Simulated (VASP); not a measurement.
Runs of VASP 6.6.1 on Ta3N2. The structure is that of space group P-3m1 (No. 164), or close to it. The cells are those of the table. 

```tsv
spin	cell	k mesh	smearing	gap on the mesh (eV)	pressure (GPa)	largest force (eV/Å)
collinear, ferromagnetic start	a = 3.597, b = 3.597, c = 5.597 Å, angles 90.0, 90.0, 120.0°, 5 atoms	6 × 6 × 4	gaussian 0.1 eV	none	4.7	3.10
off	a = 3.508, b = 3.508, c = 6.481 Å, angles 90.0, 90.0, 120.0°, 5 atoms	12 × 12 × 6	gaussian 0.1 eV	none	(a)	0.05
off	a = 3.597, b = 3.597, c = 5.597 Å, angles 90.0, 90.0, 120.0°, 5 atoms	6 × 6 × 4	gaussian 0.1 eV	none	4.7	3.10
off	a = 3.508, b = 3.508, c = 6.481 Å, angles 90.0, 90.0, 120.0°, 5 atoms	12 × 12 × 6	methfessel-paxton 0.1 eV	none	1.1	0.03
```

Alike in all rows: task single point; level r2SCAN; potentials or basis VASP PAW PBE potentials, release 64 (Ta_pv, N); cutoff (eV) 520.

Task: Estimate the missing entries.

Result: (a) 1.2.

Caveats: the PAW data sets were made with another functional, which shifts forces and pressure a little; spin-orbit coupling is left out, which moves the levels of the heavy elements.

A k mesh can miss the band edges, and the runs leave out spin-orbit coupling on Ta.

A gap of «none» marks levels without a gap at the run's occupations.
